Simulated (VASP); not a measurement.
## Ti: single point with PBE

Crystal: Ti.

```xyz
1
Lattice="0.0000 2.2741 1.5457 2.2741 0.0000 1.5457 2.2741 2.2741 0.0000" Properties=species:S:1:pos:R:3 pbc="T T T"
Ti    0.0000    0.0000    0.0000
```

This cell differs from its parent crystal: volume 15.988 Å^3 an atom, c/a of the conventional cell 0.6797.

```yaml
Program: VASP 6.6.1
Task: single point
Functional: PBE
Potentials_or_basis: VASP PAW PBE potentials, release 64 (Ti_sv)
Cutoff: 520 eV
k_mesh: 20 × 20 × 20
Occupations: gaussian, width 0.15 eV
Spin: no spin polarisation
Dipole_correction: no
Further_INCAR_settings: ALGO = Normal; EDIFF = 1e-07; NBANDS = 12
```

- Pressure: 8.9 GPa
- Band gap on the k mesh: zero (band 6 reaches 10.03 eV, above the bottom of band 7 at 8.31 eV)

Stress tensor (GPa, compression positive):
```
9.27 0.00 0.00
0.00 9.27 0.00
0.00 0.00 8.21
```

Levels at points of the mesh, in eV from the Fermi level:
```
           k point  band 2  band 3  band 4  band 5  band 6  band 7  band 8  band 9  band 10  band 11
(0.00, 0.00, 0.00)  -32.13  -32.13  -32.13   -6.13    0.85    1.17    1.17    2.79     3.18    17.76
(0.50, 0.00, 0.00)  -33.00  -32.41  -32.15   -2.67   -0.61    1.52    3.05    3.52     4.73     9.82
(0.50, 0.50, 0.00)  -32.74  -32.74  -32.68   -2.46   -2.35    4.30    4.30    4.38     8.69     8.69
(0.50, 0.00, 0.50)  -33.01  -32.38  -32.12   -2.66   -0.23    1.22    2.76    3.29     4.69     9.51
```

It took 50 s on 1 thread of Intel(R) Xeon(R) 6975P-C (Granite Rapids), on a shared host, peak memory 0.23 GiB.
